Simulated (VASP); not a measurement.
# Y2Fe (P6/mmm) in VASP: further runs

Y2Fe is run at these levels: PBE; tasks: single point.

All numbers are computed with VASP 6.6.1; they aren't measurements. Logs are shortened: lines on timing, memory, paths and dates and some standing lists are left out, and cuts for length are marked.

**1. The cell of the first run**

It takes space group P6/mmm (No. 191, hexagonal). Conventional cell: a = 4.010 Å, b = 4.010 Å, c = 4.330 Å, α = 90.00°, β = 90.00°, γ = 120.00°. Y (site symmetry -6m2) has 3 Y at 2.32 Å and 6 Fe at 3.17 Å within 3.2 Å. Fe (site symmetry 6/mmm) has 12 Y at 3.17 Å and 8 Fe at 4.01 to 4.33 Å within 4.4 Å.

**2. Single point, PBE, collinear spin, ferromagnetic start**

INCAR reads:

```
PREC = Accurate ; ENCUT = 520
EDIFF = 1E-6 ; ISMEAR = 0
SIGMA = 0.1 ; LREAL = F
LASPH = T ; NELM = 150
ALGO = Normal ; ISIF = 2
LWAVE = F ; LCHARG = F
ISPIN = 2 ; MAGMOM = 0 0 4
LORBIT = 11 ; LMAXMIX = 4
GGA = PE ; NBANDS = 26
```

KPOINTS reads:

```
regular mesh
0
Gamma
  6 6 4
```

POSCAR reads:

```
Y2Fe
1.0
    4.0102130130      0.0000000000      0.0000000000
   -2.0051065065      3.4729463438      0.0000000000
    0.0000000000      0.0000000000      4.3299642166
Y Fe
2 1
Direct
    0.3333333333      0.6666666667      0.5000000000
    0.6666666667      0.3333333333      0.5000000000
    0.0000000000      0.0000000000      0.0000000000
```

Potentials or basis: VASP PAW PBE potentials, release 64 (Y_sv, Fe).

On the command line:

```
$ cat potpaw_PBE.64/Y_sv/POTCAR potpaw_PBE.64/Fe/POTCAR > POTCAR
$ mpirun -np 1 vasp_std > vasp.out
```

OUTCAR:

```text
PREC = Accurate
   ENCUT = 520
   EDIFF = 1E-6
   ISMEAR = 0
   LREAL = F
   LASPH = T
   NELM = 150
   ISIF = 2
   ISPIN = 2
   LORBIT = 11
   GGA = PE

 ion  position               nearest neighbor table
   1  0.333  0.667  0.500-   2 2.32   2 2.32   2 2.32   3 3.17   3 3.17   3 3.17   3 3.17   3 3.17
                             3 3.17
   2  0.667  0.333  0.500-   1 2.32   1 2.32   1 2.32   3 3.17   3 3.17   3 3.17   3 3.17   3 3.17
                             3 3.17
   3  0.000  0.000  0.000-   1 3.17   2 3.17   1 3.17   2 3.17   1 3.17   1 3.17   2 3.17   2 3.17
                             2 3.17   2 3.17   1 3.17   1 3.17

  LATTYP: Found a hexagonal cell.
 ALAT       =     4.0102130130
 C/A-ratio  =     1.0797342192

  Lattice vectors:

 A1 = (   4.0102130130,   0.0000000000,   0.0000000000)
 A2 = (  -2.0051065065,   3.4729463438,   0.0000000000)
 A3 = (   0.0000000000,   0.0000000000,   4.3299642166)

Analysis of symmetry for initial positions (statically):
=====================================================================
 Subroutine PRICEL returns:
 Original cell was already a primitive cell.

 Routine SETGRP: Setting up the symmetry group for a
 hexagonal supercell.

 Subroutine GETGRP returns: Found 24 space group operations
 (whereof 24 operations were pure point group operations)
 out of a pool of 24 trial point group operations.

The static configuration has the point symmetry D_6h.

Analysis of symmetry for dynamics (positions and initial velocities):
=====================================================================
 Subroutine PRICEL returns:
 Original cell was already a primitive cell.

 Routine SETGRP: Setting up the symmetry group for a
 hexagonal supercell.

 Subroutine GETGRP returns: Found 24 space group operations
 (whereof 24 operations were pure point group operations)
 out of a pool of 24 trial point group operations.

The dynamic configuration has the point symmetry D_6h.

Analysis of structural, dynamic, and magnetic symmetry:
=====================================================================
 Subroutine PRICEL returns:
 Original cell was already a primitive cell.

 Routine SETGRP: Setting up the symmetry group for a
 hexagonal supercell.

[... 125 lines left out ...]
  Thomas-Fermi vector in A             =   2.428584
   LORBIT       =     11    0 simple, 1 ext, 2 COOP (PROOUT), +10 PAW based schemes
   GGA     = PE    functional components
   LHFCALC =     F    Hartree Fock is set to
   AEXX    =    0.0000 exact exchange contribution
   IVDW    =     0    specifies the selected vdW correction
   LEPSILON=     F    determine dielectric tensor
   LRPA    =     F    only Hartree local field effects (RPA)
 spin polarized calculation
 Gauss-broadening in eV      SIGMA  =   0.10
  energy-cutoff  :      520.00
  volume of cell :       60.30
 maximum number of plane-waves:      1660
 NGX is ok and might be reduce to    30
   NGX = 15   NGY = 15   NGZ = 17

 number of electron      29.9999999 magnetization       0.0122452

 number of electron      30.0000000 magnetization      -0.0327517

 Free energy of the ion-electron system (eV)
  ---------------------------------------------------
  ext. energy  EPLUGINS =         0.00000000
  ---------------------------------------------------
  free energy    TOTEN  =       -13.65047388 eV

  energy without entropy =      -13.63065059  energy(sigma->0) =      -13.64056223

 E-fermi :   4.1765     XC(G=0): -10.9854

 val. band max:        4.1328624784   @ k =   0.3333   0.0000   0.2500
 cond. band min:       4.1806930309   @ k =   0.1667   0.1667   0.0000
 fundamental gap:      0.0478305525
 Fermi energy:         4.1765394375

 spin component 1

 k-point     1 :       0.0000    0.0000    0.0000
  band No.  band energies     occupation
      1     -39.5014      1.00000
      2     -36.9139      1.00000
      3     -21.0281      1.00000
      4     -21.0281      1.00000
      5     -18.8306      1.00000
      6     -16.9035      1.00000
[... 598 lines left out ...]
     25      10.5047      0.00000
     26      11.3052      0.00000
 Fermi energy:         4.1765394375

 spin component 2

 k-point     1 :       0.0000    0.0000    0.0000
  band No.  band energies     occupation
      1     -39.5552      1.00000
      2     -36.9567      1.00000
      3     -21.1032      1.00000
      4     -21.1032      1.00000
      5     -18.8850      1.00000
      6     -16.9446      1.00000
[... 598 lines left out ...]
     25      10.4761      0.00000
     26      11.2824      0.00000

------------------------ aborting loop because EDIFF is reached ----------------------------------------

  FORCE on cell =-STRESS in cart. coord.  units (eV):
  Direction    XX          YY          ZZ          XY          YZ          ZX
  --------------------------------------------------------------------------------------
  -------------------------------------------------------------------------------------
  Total       15.5592801     15.5592801     -8.5792645      0.0000000      0.0000000      0.0000000
  in kB      413.3807598    413.3807598   -227.9348943      0.0000000      0.0000000      0.0000000
  external PRESSURE =     199.6088751 kB  Pullay stress =       0.0000000 kB

 VOLUME and BASIS-vectors are now :
 -----------------------------------------------------------------------------
  energy-cutoff  :      520.00
  volume of cell :       60.30
      direct lattice vectors                 reciprocal lattice vectors
     4.010213013  0.000000000  0.000000000     0.249363312  0.143969975  0.000000000
    -2.005106507  3.472946344  0.000000000     0.000000000  0.287939951  0.000000000
     0.000000000  0.000000000  4.329964217     0.000000000  0.000000000  0.230948791

 POSITION                                       TOTAL-FORCE (eV/Angst)
 -----------------------------------------------------------------------------------
     -0.00000      2.31530      2.16498        -0.000000      0.000000      0.000000
      2.00511      1.15765      2.16498         0.000000     -0.000000      0.000000
      0.00000      0.00000      0.00000        -0.000000      0.000000      0.000000
 -----------------------------------------------------------------------------------
    total drift:                                0.000000     -0.000000      0.000000

  FREE ENERGIE OF THE ION-ELECTRON SYSTEM (eV)
  ---------------------------------------------------
  free  energy   TOTEN  =       -13.6504738832 eV

  energy  without entropy=      -13.6306505851  energy(sigma->0) =      -13.64056223

 total charge

# of ion       s       p       d       f       tot
--------------------------------------------------
    1        2.215   6.416   2.048   0.138  10.817
    2        2.215   6.416   2.048   0.138  10.817
    3        0.390   0.247   6.213   0.000   6.850
--------------------------------------------------
tot          4.820  13.078  10.308   0.277  28.484

 magnetization (x)

# of ion       s       p       d       f       tot
--------------------------------------------------
    1       -0.010  -0.018  -0.094  -0.005  -0.127
    2       -0.010  -0.018  -0.094  -0.005  -0.127
    3        0.003  -0.009   0.234   0.000   0.229
--------------------------------------------------
tot         -0.016  -0.045   0.046  -0.010  -0.026
```

Run time: 7.7 min. Hardware: 1 thread of Intel Xeon 8259CL, shared host; peak memory 0.24 GiB.

What came out:

```
Free energy                                           : -13.6505 eV
Pressure                                              : 20.0 GPa
Band gap on the k mesh                                : zero (filled and empty bands overlap)
Net moment                                            : -0.03 μB per cell
Site moments                                          : Y -0.13; Fe +0.23 μB
Valence electrons inside the program's atomic spheres : Y 10.82; Fe 6.85
```

Caveat: the k points lie up to 0.36 Å⁻¹ apart, too coarse for converged energies and pressures of a metal.

**3. Single point, PBE, collinear spin**

This run uses another cell than the first one, of 23.31 Å³/atom.

INCAR reads:

```
SYSTEM = Y2Fe
PREC = Accurate ; ENCUT = 520
EDIFF = 1E-7 ; ISMEAR = 0
SIGMA = 0.1 ; LREAL = .FALSE.
LASPH = .TRUE. ; NELM = 150
ALGO = Normal ; ISIF = 2
LWAVE = .FALSE. ; LCHARG = .TRUE.
ISPIN = 2 ; MAGMOM = -0.13 -0.13 2.93
LORBIT = 11 ; LMAXMIX = 4
GGA = PE ; LELF = .TRUE.
LVHAR = .TRUE. ; NBANDS = 26
```

KPOINTS reads:

```
regular mesh
0
G
  6 6 4
  0 0 0
```

POSCAR reads:

```
Y2Fe
1.0
    5.1011436859      0.0000000000      0.0000000000
   -2.5505718429      4.4177200203      0.0000000000
    0.0000000000      0.0000000000      3.1031201343
Y Fe
2 1
Direct
    0.3333333333      0.6666666667      0.5000000000
    0.6666666667      0.3333333333      0.5000000000
    0.0000000000      0.0000000000      0.0000000000
```

Potentials or basis: VASP PAW PBE potentials, release 64 (Y_sv, Fe).

On the command line:

```
$ cat potpaw_PBE.64/Y_sv/POTCAR potpaw_PBE.64/Fe/POTCAR > POTCAR
$ mpirun -np 1 vasp_std > vasp.out
```

Run time: 3.5 min. Hardware: 1 thread of Intel Xeon 8259CL, shared host; peak memory 0.26 GiB.

It converged, with:

```yaml
Free_energy: -19.4328 eV
Pressure: 0.0 GPa
Net_moment: 2.26 μB per cell
Site_moments: Y -0.28; Fe +2.92 μB
Valence_electrons_inside_the_program's_atomic_spheres: Y 9.74; Fe 6.67
```

Stress tensor (GPa, compression positive):
```
 0.04  0.00  0.00
 0.00  0.04  0.00
 0.00  0.00 -0.18
```

Levels at points of the mesh, in eV from the Fermi level:
Spin up:
| k point | band 14 | band 15 | band 16 | band 17 | band 18 | band 19 |
| --- | --- | --- | --- | --- | --- | --- |
| (0.00, 0.00, 0.00) | -2.17 | -0.26 | -0.26 | -0.24 | 0.71 | 1.94 |
| (0.50, 0.00, 0.00) | -2.19 | -2.16 | -0.11 | 0.07 | 0.53 | 1.07 |
| (0.00, 0.00, 0.50) | -1.60 | -0.04 | -0.04 | -0.01 | 1.29 | 1.29 |
| (0.50, 0.00, 0.50) | -1.64 | -0.95 | -0.31 | -0.03 | 1.67 | 1.71 |
Spin down:
| k point | band 11 | band 12 | band 13 | band 14 | band 15 | band 16 | band 17 | band 18 |
| --- | --- | --- | --- | --- | --- | --- | --- | --- |
| (0.00, 0.00, 0.00) | -0.45 | -0.45 | -0.17 | -0.17 | 0.46 | 0.56 | 0.72 | 0.72 |
| (0.50, 0.00, 0.00) | -1.86 | -0.27 | -0.20 | -0.09 | 0.21 | 0.64 | 0.75 | 0.75 |
| (0.00, 0.00, 0.50) | -1.69 | -1.06 | -0.79 | -0.79 | 1.31 | 1.31 | 1.41 | 1.41 |
| (0.50, 0.00, 0.50) | -1.07 | -0.61 | -0.57 | -0.10 | 0.05 | 0.19 | 1.35 | 1.55 |

Caveat: the k points lie up to 0.51 Å⁻¹ apart.

**4. Single point, PBE, collinear spin**

This run uses another cell than the first one, of 23.20 Å³/atom.

INCAR reads:

```
SYSTEM = Y2Fe
PREC = Accurate
ENCUT = 520
EDIFF = 1E-6
ISMEAR = 0
SIGMA = 0.1
LREAL = .FALSE.
LASPH = .TRUE.
NELM = 150
ALGO = Normal
ISIF = 2
LWAVE = .FALSE.
LCHARG = .FALSE.
ISPIN = 2
MAGMOM = -0.21 -0.21 3.32
LORBIT = 11
LMAXMIX = 4
GGA = PE
NBANDS = 26
```

KPOINTS reads:

```
regular mesh
0
G
  6 6 6
  0 0 0
```

POSCAR reads:

```
Y2Fe
1.0
    5.1038304310      0.0000000000      0.0000000000
   -2.5519152155      4.4200468099      0.0000000000
    0.0000000000      0.0000000000      3.0857122761
Y Fe
2 1
Direct
    0.3333333333      0.6666666667      0.5000000000
    0.6666666667      0.3333333333      0.5000000000
    0.0000000000      0.0000000000      0.0000000000
```

On the command line:

```
$ cat potpaw_PBE.64/Y_sv/POTCAR potpaw_PBE.64/Fe/POTCAR > POTCAR
$ mpirun -np 1 vasp_std > vasp.out
```

Wall time 4.7 min (1 thread of Intel Xeon 8259CL, shared host); peak memory 0.28 GiB.

It converged, with:

| Item | Value |
| --- | --- |
| Free energy | -19.4318 eV |
| Pressure | -0.1 GPa |
| Net moment | 2.08 μB per cell |
| Site moments | Y -0.30; Fe +2.84 μB |
| Valence electrons inside the program's atomic spheres | Y 9.74; Fe 6.69 |

Levels at points of the mesh, in eV from the Fermi level:
Spin up:
| k point | band 14 | band 15 | band 16 | band 17 | band 18 | band 19 |
| --- | --- | --- | --- | --- | --- | --- |
| (0.00, 0.00, 0.00) | -2.10 | -0.30 | -0.29 | -0.29 | 0.63 | 1.87 |
| (0.50, 0.00, 0.00) | -2.12 | -2.09 | -0.13 | 0.03 | 0.46 | 1.01 |
| (0.00, 0.00, 0.50) | -1.60 | -0.08 | -0.08 | 0.05 | 1.24 | 1.24 |
| (0.50, 0.00, 0.50) | -1.71 | -0.90 | -0.31 | -0.07 | 1.65 | 1.70 |
Spin down:
```
           k point  band 11  band 12  band 13  band 14  band 15  band 16  band 17  band 18
(0.00, 0.00, 0.00)    -0.55    -0.55    -0.18    -0.18     0.40     0.45     0.73     0.73
(0.50, 0.00, 0.00)    -1.93    -0.31    -0.29    -0.10     0.11     0.65     0.66     0.76
(0.00, 0.00, 0.50)    -1.76    -1.09    -0.84    -0.84     1.21     1.21     1.40     1.40
(0.50, 0.00, 0.50)    -1.11    -0.65    -0.63    -0.16     0.05     0.19     1.35     1.50
```

**5. Summary**

| spin | cell | k mesh | gap on the mesh (eV) | pressure (GPa) | moment (μB) |
| --- | --- | --- | --- | --- | --- |
| collinear, ferromagnetic start | a = 4.010, b = 4.010, c = 4.330 Å, angles 90.0, 90.0, 120.0°, 3 atoms | 6 × 6 × 4 | none | 20.0 | 0.03 |
| collinear | a = 5.101, b = 5.101, c = 3.103 Å, angles 90.0, 90.0, 120.0°, 3 atoms | 6 × 6 × 4 | none | 0.0 | 2.26 |
| collinear | a = 5.104, b = 5.104, c = 3.086 Å, angles 90.0, 90.0, 120.0°, 3 atoms | 6 × 6 × 6 | none | -0.1 | 2.08 |

Alike in all rows: task single point; level PBE; potentials or basis VASP PAW PBE potentials, release 64 (Y_sv, Fe); cutoff (eV) 520; smearing gaussian 0.1 eV.

Caveats: some runs use coarse meshes.

Absolute energies hang on the potentials; compare differences alone.

The gap in the log of VASP goes by the Fermi energy; the results here count the filled bands.